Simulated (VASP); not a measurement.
Wanted: the native input for a VASP 6.6.1 run.

```yaml
Task: single point
Functional: PBE
Potentials_or_basis: VASP PAW PBE potentials, release 64 (Ca_sv, Pt, C, N)
Cutoff: 520 eV
k_mesh: 4 × 4 × 4
Occupations: gaussian, width 0.1 eV
Spin: collinear spin
Starting_moments: "[0.0, 1.0, 0.0, 0.0, 0.0, 0.0, 0.0, 0.0, 0.0, 0.0] μB"
Dipole_correction: no
Further_INCAR_settings: ALGO = Normal; EDIFF = 1e-07; NBANDS = 43
```

The structure of CaPtC4N4 lies in POSCAR:

```
CaPtC4N4
1.0
    6.6009201367      0.0000000000      0.0000000000
    0.0000000000      6.6009201367      0.0000000000
    0.0000000000      0.0000000000      6.6009201367
Ca Pt C N
1 1 4 4
Direct
    0.0000000000      0.0000000000      0.0000000000
    0.5000000000      0.5000000000      0.5000000000
    0.2176024436      0.2176024436      0.2176024436
    0.2176024436      0.7823975564      0.7823975564
    0.7823975564      0.2176024436      0.7823975564
    0.7823975564      0.7823975564      0.2176024436
    0.3200842193      0.3200842193      0.3200842193
    0.3200842193      0.6799157807      0.6799157807
    0.6799157807      0.3200842193      0.6799157807
    0.6799157807      0.6799157807      0.3200842193
```

One way to write it, as run:

INCAR

```
SYSTEM = CaPtC4N4
  PREC = Accurate
  ENCUT = 520
  EDIFF = 1E-7
  ISMEAR = 0
  SIGMA = 0.1
  LREAL = .FALSE.
  LASPH = .TRUE.
  NELM = 150
  ALGO = Normal
  ISIF = 2
  LWAVE = .FALSE.
  LCHARG = .FALSE.
  ISPIN = 2
  MAGMOM = 0 1 0 0 0 0 0 0 0 0
  LORBIT = 11
  LMAXMIX = 4
  GGA = PE
  NBANDS = 43
```

KPOINTS

```
Automatic mesh
0
G
  4 4 4
  0 0 0
```

Potentials or basis: VASP PAW PBE potentials, release 64 (Ca_sv, Pt, C, N).

Command:

```console
$ cat potpaw_PBE.64/Ca_sv/POTCAR potpaw_PBE.64/Pt/POTCAR potpaw_PBE.64/C/POTCAR potpaw_PBE.64/N/POTCAR > POTCAR
$ mpirun -np 1 vasp_std > vasp.out
```

It gave:

* Pressure: 0.5 GPa
* Largest force: 0.368 eV/Å
* Band gap on the k mesh: zero (filled and empty bands overlap)
* Net moment: 2.00 μB per cell
* Site moments: Ca +0.01; Pt +1.27; C +0.04; N +0.06 μB
* Valence electrons inside the program's atomic spheres: Ca 8.10; Pt 9.09; C 2.56; N 3.88

Caveat: spin-orbit coupling is left out, which moves the levels of the heavy elements.

Wall time 3 min on 1 thread of Intel(R) Xeon(R) 6975P-C (Granite Rapids), with other jobs on the host, peak memory 0.55 GiB.
